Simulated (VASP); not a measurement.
A run of VASP 6.6.1 is set up as follows.

File INCAR:

```
  ALGO = Normal
  EDIFF = 1E-7
  ENCUT = 520
  GGA = PS
  ISIF = 2
  ISMEAR = 0
  LASPH = True
  LCHARG = False
  LREAL = False
  LWAVE = False
  NBANDS = 31
  NELM = 60
  PREC = Accurate
  SIGMA = 0.05
```

File KPOINTS:

```
k-points
0
Gamma
  12 12 12
```

Contents of POSCAR:

```
C
1.0
    1.2283500000      0.7091882032     10.5913333333
   -1.2283500000      0.7091882032     10.5913333333
    0.0000000000     -1.4183764063     10.5913333333
C
10
Direct
    0.0248220069      0.0248220069      0.0248220069
    0.9751779931      0.9751779931      0.9751779931
    0.1086877374      0.1086877374      0.1086877374
    0.8913122626      0.8913122626      0.8913122626
    0.1583652898      0.1583652898      0.1583652898
    0.8416347102      0.8416347102      0.8416347102
    0.3748635523      0.3748635523      0.3748635523
    0.6251364477      0.6251364477      0.6251364477
    0.4253181912      0.4253181912      0.4253181912
    0.5746818088      0.5746818088      0.5746818088
```

Potentials or basis: VASP PAW PBE potentials, release 64 (C).

Launch:

```console
$ cat potpaw_PBE.64/C/POTCAR > POTCAR
$ mpirun -np 1 vasp_std > vasp.out
```

Question: What does it give for the pressure?

Answer: 8.9 GPa.

Question: Estimate the band gap on the k mesh.

Answer: 4.30 eV.

Stress tensor (GPa, compression positive):
```
 27.95   0.00   0.00
  0.00  27.95   0.00
  0.00   0.00 -29.21
```

Caveat: the cell stands under pressure; the PAW data sets were made with another functional, which shifts forces and pressure a little. PBEsol gaps usually lie below the measured ones, often by a third to a half.
